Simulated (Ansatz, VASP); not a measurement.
# One calculation of Zr2Se3S, two programs

POSCAR

```
Zr2Se3S
1.0
   -3.7608544839      0.0000000029      0.0000000000
    0.0000000000     -0.0076218167     -6.1250113515
   -0.0000000050     -6.5080187892     -0.0080313994
Zr Se S
2 3 1
Direct
    0.5000000000     -0.0036095863      0.4974849142
    0.0000000000     -0.0091999116      0.0026289154
    0.5000000000      0.2518828493      0.8330479149
    0.0000000000      0.2562236466      0.3325858715
    0.0000000000      0.7382783459      0.6665608859
    0.5000000000      0.7664246563      0.1676914980
```

The input INCAR.step1:

```
SYSTEM = Zr2Se3S
ALGO = Normal
EDIFF = 1E-5
ENCUT = 550
GGA = PE
GGA_COMPAT = .False.
ISMEAR = 0
LASPH = .True.
LCHARG = .False.
LREAL = .False.
LWAVE = .True.
NBANDS = 33
NELM = 120
PREC = Accurate
SIGMA = 0.02
```

File INCAR.step2:

```
SYSTEM = Zr2Se3S
ALGO = Normal
BPARAM = 11.95
CPARAM = 0.0093
EDIFF = 1E-6
ENCUT = 550
GGA_COMPAT = .False.
ISIF = 2
ISMEAR = 0
ISTART = 1
IVDW_NL = 2
LASPH = .True.
LCHARG = .False.
LMIXTAU = .True.
LREAL = .False.
LUSE_VDW = .True.
LWAVE = .False.
METAGGA = R2SCAN
NBANDS = 33
NELM = 120
PREC = Accurate
SIGMA = 0.02
```

File KPOINTS:

```
k-points
0
Gamma
  8 6 4
  0 0 0
```

Input for Ansatz:

```yaml
crystal:
  lattice:
    - [-3.7608544839, 2.9e-09, 0.0]
    - [0.0, -0.0076218167, -6.1250113515]
    - [-5.0e-09, -6.5080187892, -0.0080313994]
  atoms:
    - { symbol: Zr, position: [0.5, -0.0036095863, 0.4974849142] }
    - { symbol: Zr, position: [0.0, -0.0091999116, 0.0026289154] }
    - { symbol: Se, position: [0.5, 0.2518828493, 0.8330479149] }
    - { symbol: Se, position: [0.0, 0.2562236466, 0.3325858715] }
    - { symbol: Se, position: [0.0, 0.7382783459, 0.6665608859] }
    - { symbol: S, position: [0.5, 0.7664246563, 0.167691498] }
basis:
  ecutwfc: 500
kpoints:
  mp_grid: { grid: [8, 6, 4] }
  band_path:
    path:
      - [0.0, 0.0, 0.0]
      - [0.5, 0.0, 0.0]
      - [0.5, 0.0, -0.5]
      - [0.0, 0.0, -0.5]
      - [0.0, 0.0, 0.0]
      - [0.0, -0.5, -0.5]
      - [0.5, -0.5, -0.5]
      - [0.5, 0.0, 0.0]
      - [0.5, -0.5, 0.0]
      - [0.0, -0.5, 0.0]
      - [0.0, 0.0, 0.0]
    npoints: 10
hamiltonian:
  xc: r2scan
  dispersion: rvv10
  pseudopotentials: { kind: paw }
scf:
  occupations: { method: gaussian, width: 0.02 }
  n_extra_bands: 9
output:
  forces: true
  stress: true
  eigenvalues: true
```

Alike in both runs: task single point; functional r2SCAN; dispersion rVV10; k mesh 8 × 6 × 4; occupations gaussian, width 0.02 eV; no spin polarisation.

|  | VASP | Ansatz |
| --- | --- | --- |
| version | VASP 6.6.1 | Ansatz 0.2.0 |
| potentials or method | VASP PAW PBE potentials, release 64 (Zr_sv, Se, S), cutoff 550 eV | scalar-relativistic, plane waves, PAW |
| valence electrons in the cell | 48 | 78 |

|  | VASP | Ansatz | Ansatz less VASP |
| --- | --- | --- | --- |
| gap on the k mesh at the Fermi level (eV) | 0.69 | 0.69 | 0.000 |
| least direct gap on the mesh (eV) | 0.94 | 0.94 | 0.000 |
| pressure (GPa) | 0.2 | 0.0 | -0.16 |
| rms of the force components (eV/Å) | 0.010 | 0.000 | -0.0094 |

VASP's potentials were made for PBE, not for r2SCAN. Atom by atom the forces differ by 0.010 eV/Å (rms over components). VASP's potentials hold 48 valence electrons a cell and Ansatz's 78, so a difference there can come from the potentials and not from the codes.
